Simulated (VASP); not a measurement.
# Cs (P6_3/mmc) in VASP: single point with RPBE

Aim: the single point of Cs with RPBE.

Everything below comes from runs of VASP 6.6.1. Logs are shortened: lines on timing, memory, paths and dates and some standing lists are left out, and cuts for length are marked.

### 1 The cell of the first run

Symmetry: P6_3/mmc, No. 194, hexagonal system. The conventional cell has a = 5.698 Å, b = 5.698 Å, c = 9.346 Å, α = 90.00°, β = 90.00°, γ = 120.00°.

This isn't the form of Cs at room conditions, which is bcc.

### 2 Single point, RPBE

INCAR

```
SYSTEM = Cs
PREC = Accurate
ENCUT = 520
EDIFF = 1E-6
ISMEAR = -1
SIGMA = 0.1
LREAL = .FALSE.
LASPH = .TRUE.
NELM = 100
ALGO = Normal
ISIF = 2
LWAVE = .FALSE.
LCHARG = .TRUE.
GGA = RP
LELF = .TRUE.
LVHAR = .TRUE.
NBANDS = 16
```

KPOINTS

```
regular mesh
0
G
  11 11 6
  0 0 0
```

POSCAR

```
Cs
1.0
    5.6983310609      0.0000000000      0.0000000000
   -2.8491655305      4.9348994580      0.0000000000
    0.0000000000      0.0000000000      9.3464540333
Cs
2
Direct
    0.3333333333      0.6666666667      0.2500000000
    0.6666666667      0.3333333333      0.7500000000
```

Potentials or basis: VASP PAW PBE potentials, release 64 (Cs_sv).

On the command line:

```sh
$ cat potpaw_PBE.64/Cs_sv/POTCAR > POTCAR
$ mpirun -np 1 vasp_std > vasp.out
```

OUTCAR:

```text
SYSTEM = Cs
   PREC = Accurate
   ENCUT = 520
   EDIFF = 1E-6
   ISMEAR = -1
   LREAL = .FALSE.
   LASPH = .TRUE.
   NELM = 100
   ISIF = 2
   GGA = RP

 ion  position               nearest neighbor table
   1  0.333  0.667  0.250-
   2  0.667  0.333  0.750-

  LATTYP: Found a hexagonal cell.
 ALAT       =     5.6983310609
 C/A-ratio  =     1.6402090250

  Lattice vectors:

 A1 = (   5.6983310609,   0.0000000000,   0.0000000000)
 A2 = (  -2.8491655305,   4.9348994580,   0.0000000000)
 A3 = (   0.0000000000,   0.0000000000,   9.3464540333)

Analysis of symmetry for initial positions (statically):
=====================================================================
 Subroutine PRICEL returns:
 Original cell was already a primitive cell.

 Routine SETGRP: Setting up the symmetry group for a
 hexagonal supercell.

 Subroutine GETGRP returns: Found 24 space group operations
 (whereof 12 operations were pure point group operations)
 out of a pool of 24 trial point group operations.

The static configuration has the point symmetry D_3d.
 The point group associated with its full space group is D_6h.

Analysis of symmetry for dynamics (positions and initial velocities):
=====================================================================
 Subroutine PRICEL returns:
 Original cell was already a primitive cell.

 Routine SETGRP: Setting up the symmetry group for a
 hexagonal supercell.

 Subroutine GETGRP returns: Found 24 space group operations
 (whereof 12 operations were pure point group operations)
 out of a pool of 24 trial point group operations.

The dynamic configuration has the point symmetry D_3d.
 The point group associated with its full space group is D_6h.

 Subroutine INISYM returns: Found 24 space group operations
 (whereof 12 operations are pure point group operations),
 and found     1 'primitive' translations

----------------------------------------------------------------------------------------

                                     Primitive cell

  volume of cell :     262.8287

  direct lattice vectors                    reciprocal lattice vectors
     5.698331061  0.000000000  0.000000000     0.175489979  0.101319187  0.000000000
    -2.849165531  4.934899458  0.000000000     0.000000000  0.202638374  0.000000000
     0.000000000  0.000000000  9.346454033     0.000000000  0.000000000  0.106992448

  length of vectors
     5.698331061  5.698331061  9.346454033     0.202638374  0.202638374  0.106992448

  position of ions in fractional coordinates (direct lattice)
     0.333333333  0.666666667  0.250000000
     0.666666667  0.333333333  0.750000000

  ion indices of the primitive-cell ions
   primitive index   ion index
                 1           1
                 2           2

----------------------------------------------------------------------------------------

 KPOINTS: regular mesh

Automatic generation of k-mesh.
 Grid dimensions read from file:
 generate k-points for:   11   11    6

 Generating k-lattice:

  Cartesian coordinates                     Fractional coordinates (reciprocal lattice)
     0.015953634  0.009210835  0.000000000     0.090909091  0.000000000  0.000000000
     0.000000000  0.018421670  0.000000000     0.000000000  0.090909091  0.000000000
     0.000000000  0.000000000  0.017832075     0.000000000  0.000000000  0.166666667

  Length of vectors
     0.018421670  0.018421670  0.017832075

  Shift w.r.t. Gamma in fractional coordinates (k-lattice)
     0.000000000  0.000000000  0.000000000

 Subroutine IBZKPT returns following result:
 ===========================================

 Found     64 irreducible k-points:

 Following reciprocal coordinates:
            Coordinates               Weight
  0.000000  0.000000  0.000000      1.000000
  0.090909  0.000000  0.000000      6.000000
  0.181818  0.000000  0.000000      6.000000
  0.272727  0.000000  0.000000      6.000000
  0.363636  0.000000  0.000000      6.000000
  0.454545  0.000000  0.000000      6.000000
[... 16 lines left out ...]
  0.090909  0.090909  0.166667     12.000000
  0.181818  0.090909  0.166667     24.000000
 [... further k-points ...]
   k-points           NKPTS =     64   k-points in BZ     NKDIM =     64   number of bands    NBANDS=     16
   number of dos      NEDOS =    301   number of ions     NIONS =      2
   total plane-waves  NPLWV = 123480
   dimension x,y,z NGX =    42 NGY =   42 NGZ =   70
   dimension x,y,z NGXF=    84 NGYF=   84 NGZF=  140
   ions per type =               2
   NGX,Y,Z   is equivalent  to a cutoff of  12.25, 12.25, 12.45 a.u.
   NGXF,Y,Z  is equivalent  to a cutoff of  24.51, 24.51, 24.90 a.u.
 SYSTEM =  Cs
   PREC   = accura    normal or accurate (medium, high low for compatibility)
   ISTART =      0    job   : 0-new  1-cont  2-samecut
   ICHARG =      2    charge: 1-file 2-atom 10-const
   ISPIN  =      1    spin polarized calculation?
   LNONCOLLINEAR =      F non collinear calculations
   LSORBIT =      F    spin-orbit coupling
   LASPH  =      T    aspherical Exc in radial PAW
   ENCUT  =  520.0 eV  38.22 Ry    6.18 a.u.  10.60 10.60 17.38*2*pi/ulx,y,z
   NELM   =    100;   NELMIN=  2; NELMDL= -5     # of ELM steps
   EDIFF  = 0.1E-05   stopping-criterion for ELM
   LREAL  =      F    real-space projection
   EDIFFG = 0.1E-04   stopping-criterion for IOM
   NSW    =      0    number of steps for IOM
   IBRION =     -1    ionic relax: 0-MD 1-quasi-New 2-CG
   NFREE  =      0    steps in history (QN), initial steepest desc. (CG)
   ISIF   =      2    stress and relaxation
   ISYM   =      2    0-nonsym 1-usesym 2-fastsym
   POTIM  = 0.5000    time-step for ionic-motion
   TEBEG  =    0.0;   TEEND  =   0.0 temperature during run
   PSTRESS=    0.0 pullay stress
   NELECT =      18.0000    total number of electrons
   NUPDOWN=      -1.0000    fix difference up-down
   EMIN   =  10.00;   EMAX   =-10.00  energy-range for DOS
   EFERMI =   0.00;   METHOD = LEGACY
   ISMEAR =    -1;   SIGMA  =   0.10  broadening in eV -4-tet -1-fermi 0-gaus
   EFERMI_NEDOS =   21; number of points for ismear=-14 and -15
   IALGO  =     38    algorithm
   IMIX   =      4    mixing-type and parameters
     AMIX     =   0.40;   BMIX     =  1.00
     AMIX_MAG =   1.60;   BMIX_MAG =  1.00
  volume/ion in A,a.u.               =     131.41       886.83
  Fermi-wavevector in a.u.,A,eV,Ry     =   0.669794  1.265727  6.103904  0.448624
  Thomas-Fermi vector in A             =   1.745117
   LORBIT       =      0    0 simple, 1 ext, 2 COOP (PROOUT), +10 PAW based schemes
   GGA     = RP    functional components
   LHFCALC =     F    Hartree Fock is set to
   AEXX    =    0.0000 exact exchange contribution
   IVDW    =     0    specifies the selected vdW correction
   LEPSILON=     F    determine dielectric tensor
   LRPA    =     F    only Hartree local field effects (RPA)
 non-spin polarized calculation
  energy-cutoff  :      520.00
  volume of cell :      262.83
 maximum number of plane-waves:      7115
   NGX = 21   NGY = 21   NGZ = 35

 number of electron      17.9999998 magnetization

 Free energy of the ion-electron system (eV)
  ---------------------------------------------------
  ext. energy  EPLUGINS =         0.00000000
  ---------------------------------------------------
  free energy    TOTEN  =        -1.51861927 eV

  energy without entropy =       -1.43663281  energy(sigma->0) =       -1.47762604

 E-fermi :   0.2703     XC(G=0):  -4.9517

 val. band max:        0.2264068846   @ k =   0.0909   0.0909   0.1667
 cond. band min:       0.2820579514   @ k =   0.1818   0.0000   0.1667
 fundamental gap:      0.0556510668
 Fermi energy:         0.2702886348

 k-point     1 :       0.0000    0.0000    0.0000
  band No.  band energies     occupation
      1     -23.7136      2.00000
      2     -23.7107      2.00000
      3     -10.5706      2.00000
      4     -10.5013      2.00000
      5     -10.5013      2.00000
      6     -10.4901      2.00000
[... 8 lines left out ...]
     15       2.8977      0.00000
     16       2.8977      0.00000

 k-point     2 :       0.0909    0.0000    0.0000
  band No.  band energies     occupation
      1     -23.7134      2.00000
      2     -23.7106      2.00000
      3     -10.5684      2.00000
      4     -10.5063      2.00000
      5     -10.5029      2.00000
      6     -10.4953      2.00000
[... 8 lines left out ...]
     15       2.7916      0.00000
     16       2.9657      0.00000

 k-point     3 :       0.1818    0.0000    0.0000
  band No.  band energies     occupation
      1     -23.7128      2.00000
      2     -23.7103      2.00000
      3     -10.5624      2.00000
      4     -10.5197      2.00000
      5     -10.5090      2.00000
      6     -10.5070      2.00000
[... 8 lines left out ...]
     15       2.8470      0.00000
     16       2.9517      0.00000

 k-point     4 :       0.2727    0.0000    0.0000
  band No.  band energies     occupation
      1     -23.7120      2.00000
      2     -23.7099      2.00000
      3     -10.5537      2.00000
      4     -10.5374      2.00000
      5     -10.5265      2.00000
      6     -10.5123      2.00000
[... 8 lines left out ...]
     15       2.7665      0.00000
     16       3.1227      0.00000
[... 324 lines left out ...]
 k-point    22 :       0.4545    0.0000    0.1667
  band No.  band energies     occupation
      1     -23.7106      2.00000
      2     -23.7097      2.00000
      3     -10.5662      2.00000
      4     -10.5548      2.00000
      5     -10.5307      2.00000
      6     -10.5186      2.00000
[... 8 lines left out ...]
     15       2.6068      0.00000
     16       3.4457      0.00000

 k-point    23 :       0.0909    0.0909    0.1667
  band No.  band energies     occupation
      1     -23.7128      2.00000
      2     -23.7105      2.00000
      3     -10.5602      2.00000
      4     -10.5133      2.00000
      5     -10.5097      2.00000
      6     -10.5037      2.00000
[... 8 lines left out ...]
     15       2.7428      0.00000
     16       2.9429      0.00000

 k-point    24 :       0.1818    0.0909    0.1667
  band No.  band energies     occupation
      1     -23.7122      2.00000
      2     -23.7102      2.00000
      3     -10.5550      2.00000
      4     -10.5268      2.00000
      5     -10.5236      2.00000
      6     -10.5094      2.00000
[... 8 lines left out ...]
     15       2.7174      0.00000
     16       3.0207      0.00000

 [... further k-points ...]
[... 5 lines left out ...]
  --------------------------------------------------------------------------------------
  -------------------------------------------------------------------------------------
  Total        0.0136186      0.0136186     -0.0069660     -0.0000000     -0.0000000      0.0000000
  in kB        0.0830179      0.0830179     -0.0424638     -0.0000000     -0.0000000      0.0000000
  external PRESSURE =       0.0411907 kB  Pullay stress =       0.0000000 kB

 VOLUME and BASIS-vectors are now :
 -----------------------------------------------------------------------------
  energy-cutoff  :      520.00
  volume of cell :      262.83
      direct lattice vectors                 reciprocal lattice vectors
     5.698331061  0.000000000  0.000000000     0.175489979  0.101319187  0.000000000
    -2.849165531  4.934899458  0.000000000     0.000000000  0.202638374  0.000000000
     0.000000000  0.000000000  9.346454033     0.000000000  0.000000000  0.106992448

 POSITION                                       TOTAL-FORCE (eV/Angst)
 -----------------------------------------------------------------------------------
     -0.00000      3.28993      2.33661        -0.000000      0.000000     -0.000000
      2.84917      1.64497      7.00984         0.000000     -0.000000      0.000000
 -----------------------------------------------------------------------------------
    total drift:                               -0.000000      0.000000     -0.000000

  FREE ENERGIE OF THE ION-ELECTRON SYSTEM (eV)
  ---------------------------------------------------
  free  energy   TOTEN  =        -1.5186192680 eV

  energy  without entropy=       -1.4366328132  energy(sigma->0) =       -1.47762604
```

Run time: 7.9 min. Hardware: 1 thread of Intel Xeon 8259CL, shared host; peak memory 0.46 GiB.

What came out:

- Free energy: -1.5186 eV
- Pressure: 0.0 GPa
- Band gap on the k mesh: zero (bands 9 and 10 overlap by 1.64 eV)

Caveat: the PAW data sets were made with another functional, which shifts forces and pressure a little; spin-orbit coupling is left out, which moves the levels of the heavy elements.

The gap in the log of VASP goes by the Fermi energy; the results here count the filled bands.